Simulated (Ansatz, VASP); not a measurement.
# One calculation of AlN, two programs

The input INCAR:

```
ALGO = Normal
EDIFF = 1E-7
ENCUT = 520
GGA = PE
ISIF = 2
ISMEAR = 0
LASPH = T
LCHARG = F
LREAL = F
LWAVE = F
NBANDS = 16
NELM = 60
PREC = Accurate
SIGMA = 0.05
```

KPOINTS

```
k-points
0
Gamma
  12 12 6
```

POSCAR

```
AlN
1.0
    3.3806587278      0.0000000000      0.0000000000
   -1.6903293639      2.9277363398      0.0000000000
    0.0000000000      0.0000000000      4.8172604684
Al N
2 2
Direct
    0.3333333333      0.6666666667      0.0017287175
    0.6666666667      0.3333333333      0.5017287175
    0.3333333333      0.6666666667      0.3832712825
    0.6666666667      0.3333333333      0.8832712825
```

Input for Ansatz:

```yaml
crystal:
  lattice:
    - [3.3806587278, 0.0, 0.0]
    - [-1.6903293639, 2.9277363398, 0.0]
    - [0.0, 0.0, 4.8172604684]
  atoms:
    - { symbol: Al, position: [0.3333333333, 0.6666666667, 0.0017287175] }
    - { symbol: Al, position: [0.6666666667, 0.3333333333, 0.5017287175] }
    - { symbol: "N", position: [0.3333333333, 0.6666666667, 0.3832712825] }
    - { symbol: "N", position: [0.6666666667, 0.3333333333, 0.8832712825] }
basis:
  ecutwfc: 420
kpoints:
  mp_grid: { grid: [12, 12, 6] }
hamiltonian:
  xc: pbe
scf:
  occupations: { method: gaussian, width: 0.05 }
output:
  forces: true
  stress: true
  eigenvalues: true
  write_density: true
  write_potential: true
  elf: true
  volumetric_format: npy
```

Change from the starting cell: strain +0.080 along x and y, -0.040 along z, atoms carried along.

Alike in both runs: task single point; functional PBE; k mesh 12 × 12 × 6; occupations gaussian, width 0.05 eV; no spin polarisation.

|  | VASP | Ansatz |
| --- | --- | --- |
| version | VASP 6.6.1 | Ansatz 0.2.0 |
| potentials or method | VASP PAW PBE potentials, release 64 (Al, N), cutoff 520 eV | scalar-relativistic, plane waves, PAW |
| valence electrons in the cell | 16 | 16 |

```tsv
	VASP	Ansatz	Ansatz less VASP
gap on the k mesh at the Fermi level (eV)	2.87	2.87	-0.001
least direct gap on the mesh (eV)	2.87	2.87	-0.001
pressure (GPa)	-15.6	-15.4	+0.20
traceless stress, the component that is largest in VASP (GPa)	23.32	23.16	-0.168
rms of the force components (eV/Å)	0.673	0.671	-0.0024
```

Atom by atom the forces differ by 0.002 eV/Å (rms over components). With one functional, cell and mesh, what is left measures potentials, basis and numerics.
